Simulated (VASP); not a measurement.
Write the native input for VASP 6.6.1 that does the following.

- Task: relaxation of cell and atoms
- Functional: PBE
- Potentials or basis: VASP PAW PBE potentials, release 64 (Al, Co)
- Cutoff: 600 eV
- k mesh: 8 × 8 × 4
- Occupations: gaussian, width 0.2 eV
- Spin: no spin polarisation
- Dipole correction: no
- Further INCAR settings: ALGO = Fast; EDIFF = 1e-07; IBRION = 2; EDIFFG = -0.025; NSW = 80; ISIF = 3

The structure of AlCo lies in POSCAR:

```
AlCo
1.0
   -0.0395475778      2.8667499851      0.0441105575
   -0.0212799579      0.0441135099      2.8709010404
    5.6621481904     -0.0790951556     -0.0425570673
Al Co
2 2
Direct
    0.5357493440      0.4884381669      0.2551010557
    0.4931743638      0.5110880273      0.7503111239
   -0.0342688178      0.0319311700     -0.0071929986
    0.0053451099     -0.0314573642      0.5017808189
```

The input as run:

INCAR

```
  ALGO = Fast
  EDIFF = 1E-7
  EDIFFG = -0.025
  ENCUT = 600
  GGA = PE
  IBRION = 2
  ISIF = 3
  ISMEAR = 0
  LASPH = True
  LCHARG = False
  LREAL = False
  LWAVE = False
  NELM = 100
  NSW = 80
  PREC = Accurate
  SIGMA = 0.2
```

KPOINTS

```
k-points
0
Gamma
  8 8 4
```

Potentials or basis: VASP PAW PBE potentials, release 64 (Al, Co).

Launch:

```sh
$ cat potpaw_PBE.64/Al/POTCAR potpaw_PBE.64/Co/POTCAR > POTCAR
$ mpirun -np 1 vasp_std > vasp.out
```

Results of the run:

```
Relaxed volume                        : 11.60 Å³/atom
Relaxed cell                          : a = 2.851 Å, b = 2.852 Å, c = 5.704 Å, α = 90.01°, β = 89.97°, γ = 90.04°
Space group after relaxing (to 0.1 Å) : Pm-3m (No. 221)
Energy gained by relaxing             : 62.2 meV/atom
Ionic steps                           : 10
Pressure after relaxing               : 0.1 GPa
Largest force after relaxing          : 0.018 eV/Å
Band gap on the k mesh                : zero (bands 12 and 13 overlap by 0.51 eV)
```

Caveat: the run has no spin polarisation, though such a crystal can be magnetic.

It took 12 min on 1 thread of Intel(R) Xeon(R) Platinum 8375C CPU @ 2.90GHz (Ice Lake), with other jobs on the host, peak memory 0.26 GiB.
